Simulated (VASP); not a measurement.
Here is a VASP 6.6.1 calculation.

File POSCAR:

```
Pt
1.0
    2.8149583939      0.0000000000      0.0000000000
   -1.4074791970      2.4378254797      0.0000000000
    0.0000000000      0.0000000000      4.8368335620
Pt
2
Direct
    0.6666666667      0.3333333333      0.7500000000
    0.3333333333      0.6666666667      0.2500000000
```

INCAR.step1

```
  PREC = Accurate
  ENCUT = 520
  ISMEAR = 0
  SIGMA = 0.15
  LREAL = F
  LASPH = T
  NELM = 80
  NBANDS = 17
  GGA = PE
  ALGO = Normal
  EDIFF = 1E-4
  LWAVE = T
  LCHARG = F
```

File INCAR.step2:

```
  PREC = Accurate
  ENCUT = 520
  EDIFF = 1E-7
  ISMEAR = 0
  SIGMA = 0.15
  LREAL = F
  LASPH = T
  NELM = 80
  ALGO = Normal
  ISIF = 2
  LWAVE = F
  LCHARG = F
  METAGGA = R2SCAN
  LMIXTAU = T
  NBANDS = 17
  ISTART = 1
```

File KPOINTS:

```
regular mesh
0
Gamma
  24 24 12
```

Potentials or basis: VASP PAW PBE potentials, release 64 (Pt).

Run with:

```sh
$ cat potpaw_PBE.64/Pt/POTCAR > POTCAR
$ cp INCAR.step1 INCAR
$ mpirun -np 1 vasp_std > vasp.out
$ cp INCAR.step2 INCAR
$ mpirun -np 1 vasp_std > vasp.out
```

(1) Predict the band gap on the k mesh.

(2) Estimate the pressure.

Answers

(1) zero (band 10 reaches 9.67 eV, above the bottom of band 11 at 8.43 eV).

(2) -15.9 GPa.

Caveat: the cell differs from its parent crystal (strain +0.030 along x and y, +0.015 along z); the PAW data sets were made with another functional, which shifts forces and pressure a little; spin-orbit coupling is left out, which moves the levels of the heavy elements.
